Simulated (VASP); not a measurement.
Crystal: InAs.

```xyz
2
Lattice="0.0000 3.0180 3.0180 3.0180 0.0000 3.0180 3.0180 3.0180 0.0000" Properties=species:S:1:pos:R:3 pbc="T T T"
In    0.0000    0.0000    0.0000
As    1.5090    1.5090    1.5090
```

| Item | Value |
| --- | --- |
| Program | VASP 6.6.1 |
| Task | relaxation of volume and atoms at fixed shape |
| Functional | r2SCAN |
| Potentials or basis | VASP PAW PBE potentials, release 64 (In_d, As) |
| Cutoff | 600 eV |
| k mesh | 5 × 5 × 5 |
| Occupations | gaussian, width 0.01 eV |
| Spin | no spin polarisation |

At the start: pressure 2.3 GPa; volume 27.49 Å³/atom.

Q: How do energy, volume and symmetry change on relaxing?

A: Over 3 steps the energy falls by 6.9 meV/atom and the volume is 28.51 Å³/atom (+3.7 %); space group F-43m (No. 216, to 0.05 Å).

The path:
```csv
step,energy change (eV),largest force (eV/Å),pressure (GPa),volume (Å³)
1,0.0000,0.0000,2.29,54.98
2,-0.0103,0.0000,-0.89,58.16
3,-0.0138,0.0000,-0.04,57.02
```

Final structure:
```xyz
2
Lattice="0.0000 3.0550 3.0550 3.0550 0.0000 3.0550 3.0550 3.0550 0.0000" Properties=species:S:1:pos:R:3 pbc="T T T"
In    0.0000    0.0000    0.0000
As    1.5275    1.5275    1.5275
```

Caveat: the PAW data sets were made with another functional, which shifts forces and pressure a little.
